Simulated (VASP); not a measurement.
Runs of VASP 6.6.1 on AgCl. The structure is that of space group Pm-3m (No. 221), or close to it. The cells are those of the table. 

```csv
level,cell,k mesh,cutoff (eV),smearing,grid for exact exchange (PRECFOCK),share of exact exchange,screening parameter,gap on the mesh (eV),pressure (GPa)
PBE,"a = 3.215, b = 3.215, c = 3.396 Å, 2 atoms",8 × 8 × 8,520,fermi-dirac 0.02 eV,-,-,-,0.59,9.5
r2SCAN,"a = 3.215, b = 3.215, c = 3.396 Å, 2 atoms",8 × 8 × 8,520,gaussian 0.01 eV,-,-,-,(b),8.2
HSE06,"a = 3.392 Å, angles 90.1°, 2 atoms",6 × 6 × 6,400,gaussian 0.01 eV,Normal,0.25,0.2079 1/Å,1.99,1.0
PBE,"a = 3.392 Å, angles 90.1°, 2 atoms",8 × 8 × 8,520,fermi-dirac 0.02 eV,-,-,-,0.58,(a)
HSE06,"a = 3.215, b = 3.215, c = 3.396 Å, 2 atoms",6 × 6 × 6,400,gaussian 0.01 eV,Normal,0.25,0.2079 1/Å,2.00,8.7
```

Alike in all rows: task single point; potentials or basis VASP PAW PBE potentials, release 64 (Ag, Cl); no spin polarisation.

**Question.** Fill in the values left out.

**Answer.** (a) 1.6; (b) 1.21.

Caveats: the cell stands under pressure (at least some runs); the PAW data sets were made with another functional, which shifts forces and pressure a little (at least some runs).

A k mesh can miss the band edges, and the runs leave out spin-orbit coupling on Ag.
